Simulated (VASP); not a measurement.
# ZrGe2Pd3 (P-3m1) in VASP: single point with PBE

Aim: the single point of ZrGe2Pd3 with PBE.

All numbers are computed with VASP 6.6.1; they aren't measurements. Logs are shortened: lines on timing, memory, paths and dates and some standing lists are left out, and cuts for length are marked.

## (1) The cell of the first run

Symmetry: P-3m1, No. 164, trigonal system. The conventional cell has a = 4.346 Å, b = 4.346 Å, c = 6.046 Å, α = 90.00°, β = 90.00°, γ = 120.00°. Within 3.9 Å of Zr (site symmetry -3m) lie 6 Ge at 2.94 Å and 8 Pd at 3.02 to 3.09 Å. Within 3.4 Å of Ge (site symmetry 3m) lie 8 Pd at 2.53 to 3.33 Å and 3 Zr at 2.94 Å. Pd (site symmetry 3m) has 5 Ge at 2.53 to 3.33 Å and 6 Pd at 2.79 to 3.50 Å and 3 Zr at 3.09 Å within 3.5 Å. Pd (site symmetry -3m) has 6 Pd at 2.79 Å and 6 Ge at 2.92 Å and 2 Zr at 3.02 Å within 3.7 Å.

The cell was generated, and may not be a known phase.

## (2) Single point, PBE, collinear spin

Contents of INCAR:

```
PREC = Accurate
ENCUT = 520
EDIFF = 1E-6
ISMEAR = 0
SIGMA = 0.1
LREAL = False
LASPH = True
NELM = 150
ALGO = Normal
ISIF = 2
LWAVE = False
LCHARG = True
ISPIN = 2
MAGMOM = 1 0 0 1 1 1
LORBIT = 11
LMAXMIX = 4
GGA = PE
LELF = True
LVHAR = True
NBANDS = 48
```

Contents of KPOINTS:

```
regular mesh
0
Gamma
  6 6 4
```

Contents of POSCAR:

```
ZrGe2Pd3
1.0
    4.3462955522      0.0000000000      0.0000000000
   -2.1731477761      3.7640023606      0.0000000000
    0.0000000000      0.0000000000      6.0461532603
Zr Ge Pd
1 2 3
Direct
    0.0000000000      0.0000000000      0.0000000000
    0.3333333333      0.6666666667      0.7480020407
    0.6666666667      0.3333333333      0.2519979593
    0.3333333333      0.6666666667      0.2987103614
    0.6666666667      0.3333333333      0.7012896386
    0.0000000000      0.0000000000      0.5000000000
```

Potentials or basis: VASP PAW PBE potentials, release 64 (Zr_sv, Ge_d, Pd).

The run is started by

```
cat potpaw_PBE.64/Zr_sv/POTCAR potpaw_PBE.64/Ge_d/POTCAR potpaw_PBE.64/Pd/POTCAR > POTCAR
mpirun -np 1 vasp_std > vasp.out
```

OUTCAR:

```text
PREC = Accurate
   ENCUT = 520
   EDIFF = 1E-6
   ISMEAR = 0
   LREAL = False
   LASPH = True
   NELM = 150
   ISIF = 2
   ISPIN = 2
   LORBIT = 11
   GGA = PE

 ion  position               nearest neighbor table
   1  0.000  0.000  0.000-   2 2.94   3 2.94   3 2.94   2 2.94   3 2.94   2 2.94   6 3.02   6 3.02
                             4 3.09   5 3.09   5 3.09   4 3.09   4 3.09   5 3.09
   2  0.333  0.667  0.748-   5 2.53   5 2.53   5 2.53   4 2.72   6 2.92   6 2.92   6 2.92   1 2.94
                             1 2.94   1 2.94
   3  0.667  0.333  0.252-   4 2.53   4 2.53   4 2.53   5 2.72   6 2.92   6 2.92   6 2.92   1 2.94
                             1 2.94   1 2.94
   4  0.333  0.667  0.299-   3 2.53   3 2.53   3 2.53   2 2.72   6 2.79   6 2.79   6 2.79   1 3.09
                             1 3.09   1 3.09
   5  0.667  0.333  0.701-   2 2.53   2 2.53   2 2.53   3 2.72   6 2.79   6 2.79   6 2.79   1 3.09
                             1 3.09   1 3.09
   6  0.000  0.000  0.500-   4 2.79   5 2.79   5 2.79   4 2.79   5 2.79   4 2.79   2 2.92   3 2.92
                             2 2.92   3 2.92   3 2.92   2 2.92   1 3.02   1 3.02

  LATTYP: Found a hexagonal cell.
 ALAT       =     4.3462955522
 C/A-ratio  =     1.3911049508

  Lattice vectors:

 A1 = (   4.3462955522,   0.0000000000,   0.0000000000)
 A2 = (  -2.1731477761,   3.7640023606,   0.0000000000)
 A3 = (   0.0000000000,   0.0000000000,   6.0461532603)

Analysis of symmetry for initial positions (statically):
=====================================================================
 Subroutine PRICEL returns:
 Original cell was already a primitive cell.

 Routine SETGRP: Setting up the symmetry group for a
 hexagonal supercell.

 Subroutine GETGRP returns: Found 12 space group operations
 (whereof 12 operations were pure point group operations)
 out of a pool of 24 trial point group operations.

The static configuration has the point symmetry D_3d.

Analysis of symmetry for dynamics (positions and initial velocities):
=====================================================================
 Subroutine PRICEL returns:
 Original cell was already a primitive cell.

 Routine SETGRP: Setting up the symmetry group for a
 hexagonal supercell.

 Subroutine GETGRP returns: Found 12 space group operations
 (whereof 12 operations were pure point group operations)
 out of a pool of 24 trial point group operations.

The dynamic configuration has the point symmetry D_3d.

Analysis of structural, dynamic, and magnetic symmetry:
=====================================================================
 Subroutine PRICEL returns:
 Original cell was already a primitive cell.

 Routine SETGRP: Setting up the symmetry group for a
 hexagonal supercell.

 Subroutine GETGRP returns: Found 12 space group operations
 (whereof 12 operations were pure point group operations)
 out of a pool of 24 trial point group operations.

The overall configuration has the point symmetry D_3d.

 Subroutine INISYM returns: Found 12 space group operations
 (whereof 12 operations are pure point group operations),
 and found     1 'primitive' translations

----------------------------------------------------------------------------------------

                                     Primitive cell

  volume of cell :      98.9118

  direct lattice vectors                    reciprocal lattice vectors
     4.346295552  0.000000000  0.000000000     0.230080994  0.132837324  0.000000000
    -2.173147776  3.764002361  0.000000000     0.000000000  0.265674647  0.000000000
     0.000000000  0.000000000  6.046153260     0.000000000  0.000000000  0.165394418

  length of vectors
     4.346295552  4.346295552  6.046153260     0.265674647  0.265674647  0.165394418

  position of ions in fractional coordinates (direct lattice)
     0.000000000  0.000000000  0.000000000
     0.333333333  0.666666667  0.748002041
     0.666666667  0.333333333  0.251997959
     0.333333333  0.666666667  0.298710361
     0.666666667  0.333333333  0.701289639
     0.000000000  0.000000000  0.500000000

  ion indices of the primitive-cell ions
   primitive index   ion index
                 1           1
                 2           2
                 3           3
                 4           4
                 5           5
                 6           6

----------------------------------------------------------------------------------------

 KPOINTS: regular mesh

Automatic generation of k-mesh.
 Grid dimensions read from file:
 generate k-points for:    6    6    4

 Generating k-lattice:

  Cartesian coordinates                     Fractional coordinates (reciprocal lattice)
     0.038346832  0.022139554  0.000000000     0.166666667  0.000000000  0.000000000
     0.000000000  0.044279108  0.000000000     0.000000000  0.166666667  0.000000000
     0.000000000  0.000000000  0.041348605     0.000000000  0.000000000  0.250000000

  Length of vectors
     0.044279108  0.044279108  0.041348605

  Shift w.r.t. Gamma in fractional coordinates (k-lattice)
     0.000000000  0.000000000  0.000000000

 Subroutine IBZKPT returns following result:
 ===========================================

 Found     24 irreducible k-points:

 Following reciprocal coordinates:
            Coordinates               Weight
  0.000000  0.000000  0.000000      1.000000
  0.166667  0.000000  0.000000      6.000000
  0.333333  0.000000  0.000000      6.000000
  0.500000  0.000000  0.000000      3.000000
  0.166667  0.166667  0.000000      6.000000
  0.333333  0.166667  0.000000     12.000000
[... 16 lines left out ...]
  0.333333  0.166667  0.500000     12.000000
  0.333333  0.333333  0.500000      2.000000
   k-points           NKPTS =     24   k-points in BZ     NKDIM =     24   number of bands    NBANDS=     48
   number of dos      NEDOS =    301   number of ions     NIONS =      6
   total plane-waves  NPLWV =  49152
   dimension x,y,z NGX =    32 NGY =   32 NGZ =   48
   dimension x,y,z NGXF=    64 NGYF=   64 NGZF=   96
   ions per type =               1   2   3
   NGX,Y,Z   is equivalent  to a cutoff of  12.24, 12.24, 13.20 a.u.
   NGXF,Y,Z  is equivalent  to a cutoff of  24.48, 24.48, 26.40 a.u.
 SYSTEM =  unknown system
   PREC   = accura    normal or accurate (medium, high low for compatibility)
   ISTART =      0    job   : 0-new  1-cont  2-samecut
   ICHARG =      2    charge: 1-file 2-atom 10-const
   ISPIN  =      2    spin polarized calculation?
   LNONCOLLINEAR =      F non collinear calculations
   LSORBIT =      F    spin-orbit coupling
   LASPH  =      T    aspherical Exc in radial PAW
   ENCUT  =  520.0 eV  38.22 Ry    6.18 a.u.   8.08  8.08 11.24*2*pi/ulx,y,z
   NELM   =    150;   NELMIN=  2; NELMDL= -5     # of ELM steps
   EDIFF  = 0.1E-05   stopping-criterion for ELM
   LREAL  =      F    real-space projection
   EDIFFG = 0.1E-04   stopping-criterion for IOM
   NSW    =      0    number of steps for IOM
   IBRION =     -1    ionic relax: 0-MD 1-quasi-New 2-CG
   NFREE  =      0    steps in history (QN), initial steepest desc. (CG)
   ISIF   =      2    stress and relaxation
   ISYM   =      2    0-nonsym 1-usesym 2-fastsym
   POTIM  = 0.5000    time-step for ionic-motion
   TEBEG  =    0.0;   TEEND  =   0.0 temperature during run
   PSTRESS=    0.0 pullay stress
   NELECT =      70.0000    total number of electrons
   NUPDOWN=      -1.0000    fix difference up-down
   EMIN   =  10.00;   EMAX   =-10.00  energy-range for DOS
   EFERMI =   0.00;   METHOD = LEGACY
   ISMEAR =     0;   SIGMA  =   0.10  broadening in eV -4-tet -1-fermi 0-gaus
   EFERMI_NEDOS =   21; number of points for ismear=-14 and -15
   IALGO  =     38    algorithm
   IMIX   =      4    mixing-type and parameters
     AMIX     =   0.40;   BMIX     =  1.00
     AMIX_MAG =   1.60;   BMIX_MAG =  1.00
  volume/ion in A,a.u.               =      16.49       111.25
  Fermi-wavevector in a.u.,A,eV,Ry     =   1.458897  2.756916 28.958389  2.128382
  Thomas-Fermi vector in A             =   2.575528
   LORBIT       =     11    0 simple, 1 ext, 2 COOP (PROOUT), +10 PAW based schemes
   GGA     = PE    functional components
   LHFCALC =     F    Hartree Fock is set to
   AEXX    =    0.0000 exact exchange contribution
   IVDW    =     0    specifies the selected vdW correction
   LEPSILON=     F    determine dielectric tensor
   LRPA    =     F    only Hartree local field effects (RPA)
 spin polarized calculation
 Gauss-broadening in eV      SIGMA  =   0.10
  energy-cutoff  :      520.00
  volume of cell :       98.91
 maximum number of plane-waves:      2690
   NGX = 17   NGY = 17   NGZ = 23

 number of electron      70.0000011 magnetization       0.0017873

 number of electron      70.0000011 magnetization      -0.0002276

 Free energy of the ion-electron system (eV)
  ---------------------------------------------------
  ext. energy  EPLUGINS =         0.00000000
  ---------------------------------------------------
  free energy    TOTEN  =       -36.74523184 eV

  energy without entropy =      -36.72449229  energy(sigma->0) =      -36.73486206

 E-fermi :   9.6611     XC(G=0): -12.3776

 val. band max:        9.6240097041   @ k =   0.5000   0.0000   0.2500
 cond. band min:       9.6625016457   @ k =   0.1667   0.0000   0.5000
 fundamental gap:      0.0384919417
 Fermi energy:         9.6610605357

 spin component 1

 k-point     1 :       0.0000    0.0000    0.0000
  band No.  band energies     occupation
      1     -39.8961      1.00000
      2     -17.9268      1.00000
      3     -17.9093      1.00000
      4     -17.9093      1.00000
      5     -14.9964      1.00000
      6     -14.9936      1.00000
[... 39 lines left out ...]
     46      14.6493      0.00000
     47      17.7545      0.00000

 k-point     2 :       0.1667    0.0000    0.0000
  band No.  band energies     occupation
      1     -39.8957      1.00000
      2     -17.9257      1.00000
      3     -17.9181      1.00000
      4     -17.9116      1.00000
      5     -14.9958      1.00000
      6     -14.9940      1.00000
[... 1092 lines left out ...]
 k-point    24 :       0.3333    0.3333    0.5000
  band No.  band energies     occupation
      1     -39.8943      1.00000
      2     -17.9337      1.00000
      3     -17.9337      1.00000
      4     -17.9264      1.00000
      5     -14.9935      1.00000
      6     -14.9935      1.00000
[... 39 lines left out ...]
     46      17.2684      0.00000
     47      18.1259      0.00000
 Fermi energy:         9.6610605357

 spin component 2

 k-point     1 :       0.0000    0.0000    0.0000
  band No.  band energies     occupation
      1     -39.8961      1.00000
      2     -17.9267      1.00000
      3     -17.9093      1.00000
      4     -17.9093      1.00000
      5     -14.9964      1.00000
      6     -14.9936      1.00000
[... 39 lines left out ...]
     46      14.6493      0.00000
     47      17.7544      0.00000

 k-point     2 :       0.1667    0.0000    0.0000
  band No.  band energies     occupation
      1     -39.8957      1.00000
      2     -17.9256      1.00000
      3     -17.9180      1.00000
      4     -17.9115      1.00000
      5     -14.9958      1.00000
      6     -14.9941      1.00000
[... 1092 lines left out ...]
 k-point    24 :       0.3333    0.3333    0.5000
  band No.  band energies     occupation
      1     -39.8942      1.00000
      2     -17.9336      1.00000
      3     -17.9336      1.00000
      4     -17.9263      1.00000
      5     -14.9935      1.00000
      6     -14.9935      1.00000
[... 39 lines left out ...]
     46      17.2684      0.00000
     47      18.1258      0.00000
 [bands above 47 left out]

------------------------ aborting loop because EDIFF is reached ----------------------------------------

  FORCE on cell =-STRESS in cart. coord.  units (eV):
  Direction    XX          YY          ZZ          XY          YZ          ZX
  --------------------------------------------------------------------------------------
  -------------------------------------------------------------------------------------
  Total        0.1081360      0.1081360      0.0489799      0.0000000     -0.0000000     -0.0000000
  in kB        1.7515899      1.7515899      0.7933777      0.0000000     -0.0000000     -0.0000000
  external PRESSURE =       1.4321858 kB  Pullay stress =       0.0000000 kB

 VOLUME and BASIS-vectors are now :
 -----------------------------------------------------------------------------
  energy-cutoff  :      520.00
  volume of cell :       98.91
      direct lattice vectors                 reciprocal lattice vectors
     4.346295552  0.000000000  0.000000000     0.230080994  0.132837324  0.000000000
    -2.173147776  3.764002361  0.000000000     0.000000000  0.265674647  0.000000000
     0.000000000  0.000000000  6.046153260     0.000000000  0.000000000  0.165394418

 POSITION                                       TOTAL-FORCE (eV/Angst)
 -----------------------------------------------------------------------------------
      0.00000      0.00000      0.00000         0.000000      0.000000      0.000000
     -0.00000      2.50933      4.52253        -0.000000     -0.000000      0.032322
      2.17315      1.25467      1.52362        -0.000000      0.000000     -0.032322
     -0.00000      2.50933      1.80605        -0.000000      0.000000      0.003235
      2.17315      1.25467      4.24010         0.000000     -0.000000     -0.003235
      0.00000      0.00000      3.02308         0.000000      0.000000      0.000000
 -----------------------------------------------------------------------------------
    total drift:                               -0.000000      0.000000      0.000000

  FREE ENERGIE OF THE ION-ELECTRON SYSTEM (eV)
  ---------------------------------------------------
  free  energy   TOTEN  =       -36.7452318393 eV

  energy  without entropy=      -36.7244922858  energy(sigma->0) =      -36.73486206

 total charge

# of ion       s       p       d       tot
------------------------------------------
    1        2.143   5.970   1.551   9.664
    2        1.117   1.172  10.061  12.350
    3        1.117   1.172  10.061  12.350
    4        0.501   0.553   8.568   9.623
    5        0.501   0.553   8.568   9.623
    6        0.435   0.476   8.557   9.468
--------------------------------------------------
tot          5.814   9.896  47.368  63.078

 magnetization (x)

# of ion       s       p       d       tot
------------------------------------------
    1       -0.000  -0.000   0.000   0.000
    2       -0.000  -0.000  -0.000  -0.000
    3       -0.000  -0.000  -0.000  -0.000
    4       -0.000  -0.000  -0.000  -0.000
    5       -0.000  -0.000  -0.000  -0.000
    6       -0.000  -0.000  -0.000  -0.000
--------------------------------------------------
tot         -0.000  -0.000   0.000  -0.000
```

Run time: 3.8 min. Hardware: 1 thread of Intel Xeon Platinum 8259CL at 2.50GHz (Skylake/Cascade Lake), shared host; peak memory 0.36 GiB.

What came out:

| Property | Result |
| --- | --- |
| Free energy | -36.7452 eV |
| Pressure | 0.1 GPa |
| Largest force | 0.032 eV/Å |
| Band gap on the k mesh | zero (filled and empty bands overlap) |
| Net moment | 0.00 μB per cell |
| Valence electrons inside the program's atomic spheres | Zr 9.66; Ge 12.35; Pd 9.62, 9.47 (each value once) |

Forces on the atoms (eV/Å):
```
Zr   0.000  0.000  0.000
Ge   0.000  0.000  0.032
Ge   0.000  0.000 -0.032
Pd   0.000  0.000  0.003
Pd   0.000  0.000 -0.003
Pd   0.000  0.000  0.000
```

Levels at points of the mesh, in eV from the Fermi level:
Spin up:
```
           k point  band 32  band 33  band 34  band 35  band 36  band 37  band 38  band 39
(0.00, 0.00, 0.00)    -1.87     0.14     0.14     1.38     1.38     1.59     2.19     2.37
(0.50, 0.00, 0.00)    -1.96    -1.69    -1.51    -1.02    -0.61     0.23     1.75     1.80
(0.00, 0.00, 0.50)    -1.09    -0.28    -0.28     0.02     1.11     1.11     1.36     3.01
(0.50, 0.00, 0.50)    -2.04    -1.92    -1.49    -0.30     0.31     1.40     1.61     1.70
```
Spin down:
```
           k point  band 32  band 33  band 34  band 35  band 36  band 37  band 38  band 39
(0.00, 0.00, 0.00)    -1.87     0.14     0.14     1.38     1.38     1.59     2.19     2.37
(0.50, 0.00, 0.00)    -1.96    -1.69    -1.51    -1.02    -0.61     0.23     1.75     1.80
(0.00, 0.00, 0.50)    -1.09    -0.28    -0.28     0.02     1.11     1.11     1.36     3.01
(0.50, 0.00, 0.50)    -2.04    -1.92    -1.49    -0.30     0.31     1.40     1.61     1.70
```

The gap in the log of VASP goes by the Fermi energy; the results here count the filled bands.